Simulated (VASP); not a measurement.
Input of a VASP 6.6.1 run:

Contents of INCAR:

```
  PREC = Accurate
  ENCUT = 520
  EDIFF = 1E-6
  ISMEAR = 0
  SIGMA = 0.15
  LREAL = F
  LASPH = T
  NELM = 80
  ALGO = Normal
  ISIF = 2
  LWAVE = F
  LCHARG = F
  GGA = PE
  IVDW = 12
  NBANDS = 12
```

KPOINTS

```
Automatic mesh
0
Gamma
  24 24 24
```

File POSCAR:

```
P
1.0
    1.6452967500      0.9499125215      2.6853944205
   -1.6452967500      0.9499125215      2.6853944205
    0.0000000000     -1.8998250430      2.6853944205
P
2
Direct
    0.2336660455      0.2336660455      0.2336660455
    0.7663339545      0.7663339545      0.7663339545
```

Potentials or basis: VASP PAW PBE potentials, release 64 (P).

The run is started by

```bash
$ cat potpaw_PBE.64/P/POTCAR > POTCAR
$ mpirun -np 1 vasp_std > vasp.out
```

Q: Predict the largest force.

A: 1.140 eV/Å.

Q: What does it give for the band gap on the k mesh?

A: Zero (bands 5 and 6 overlap by 2.68 eV).

Q: What does it give for the pressure?

A: 21.1 GPa.

Forces in eV/Å, atoms in the order of the input:
```
P    0.000  0.000  1.140
P    0.000  0.000 -1.140
```

Caveat: the cell differs from its parent crystal (strain -0.040 along x and y, -0.080 along z); the cell stands under pressure; forces of over 1 eV/Å act on the atoms, so gaps and moduli don't describe the material at rest.
